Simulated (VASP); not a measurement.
Input of a VASP 6.6.1 run:

File POSCAR:

```
Ta
1.0
    2.9330741685      0.0000000000      0.0000000000
   -1.4665370843      2.5401167411      0.0000000000
    0.0000000000      0.0000000000      9.9717457332
Ta
4
Direct
    0.0000000000      0.0000000000      0.0000000000
    0.0000000000      0.0000000000      0.5000000000
    0.3333333333      0.6666666667      0.2500000000
    0.6666666667      0.3333333333      0.7500000000
```

The input INCAR.step1:

```
PREC     = Accurate       # precision mode
ENCUT    = 520            # plane-wave cutoff, eV
ISMEAR   = -1             # smearing method
SIGMA    = 0.1            # smearing width, eV
LREAL    = F              # projectors in reciprocal space
LASPH    = T              # aspherical terms in the spheres
NELM     = 100            # most SCF steps
NBANDS   = 30             # bands
GGA      = PE             # functional
ALGO     = Normal         # electronic algorithm
EDIFF    = 1E-4           # SCF threshold, eV
LWAVE    = T              # write WAVECAR
LCHARG   = F              # write CHGCAR
```

INCAR.step2

```
PREC     = Accurate       # precision mode
ENCUT    = 520            # plane-wave cutoff, eV
EDIFF    = 1E-7           # SCF threshold, eV
ISMEAR   = -1             # smearing method
SIGMA    = 0.1            # smearing width, eV
LREAL    = F              # projectors in reciprocal space
LASPH    = T              # aspherical terms in the spheres
NELM     = 100            # most SCF steps
ALGO     = Normal         # electronic algorithm
ISIF     = 2              # what is computed and relaxed
LWAVE    = F              # write WAVECAR
LCHARG   = T              # write CHGCAR
METAGGA  = R2SCAN         # meta-GGA
LMIXTAU  = T            
LELF     = T              # ELF
LVHAR    = T            
NBANDS   = 30             # bands
ISTART   = 1
```

The input KPOINTS:

```
regular mesh
0
Gamma
  16 16 5
```

Potentials or basis: VASP PAW PBE potentials, release 64 (Ta_pv).

Command:

```console
$ cat potpaw_PBE.64/Ta_pv/POTCAR > POTCAR
$ cp INCAR.step1 INCAR
$ mpirun -np 1 vasp_std > vasp.out
$ cp INCAR.step2 INCAR
$ mpirun -np 1 vasp_std > vasp.out
```

Predict the pressure.

0.5 GPa.

What does it give for the band gap on the k mesh?

Zero (band 22 reaches 6.13 eV, above the bottom of band 23 at 4.94 eV).

Caveat: the PAW data sets were made with another functional, which shifts forces and pressure a little; spin-orbit coupling is left out, which moves the levels of the heavy elements.
